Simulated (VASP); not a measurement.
CuO:

```
CELL_PARAMETERS angstrom
2.34465 -1.71340 0.00000
2.34465 1.71340 0.00000
-0.86055 0.00000 5.05944
ATOMIC_POSITIONS crystal
Cu 0.00320 0.49680 0.00000
Cu 0.49680 0.00320 0.50000
O 0.57140 0.40560 0.25370
O 0.40560 0.57140 0.75370
```

Base run:

```yaml
Program: VASP 6.6.1
Functional: LDA
Potentials_or_basis: VASP PAW LDA potentials, release 64 (Cu_sv_GW, O)
Cutoff: 820 eV
k_mesh: 7 × 7 × 4
Occupations: gaussian, width 0.05 eV
Spin: collinear spin, ferromagnetic start
Starting_moments: "[0.52, 0.52, 0.27, 0.27] μB"
Fixed_moment: 1.5 μB
Hubbard_terms: Cu d U = 8.0 eV
```

Its results: pressure -9.4 GPa; site moments Cu +0.60; O +0.14 μB; largest force 0.736 eV/Å.

**Question.** The run is repeated on the same cell with these changes: fixed moment from 1.5 μB to 2 μB; moments at the start from [0.52, 0.52, 0.27, 0.27] to [0.69, 0.69, 0.37, 0.37]. What comes out?

**Answer.** Pressure -8.9 GPa; site moments Cu +0.76; O +0.22 μB; largest force 0.764 eV/Å.

Caveats: the cell stands under tension; the total moment is fixed, so each spin has its own Fermi level and the state may be an excited one.
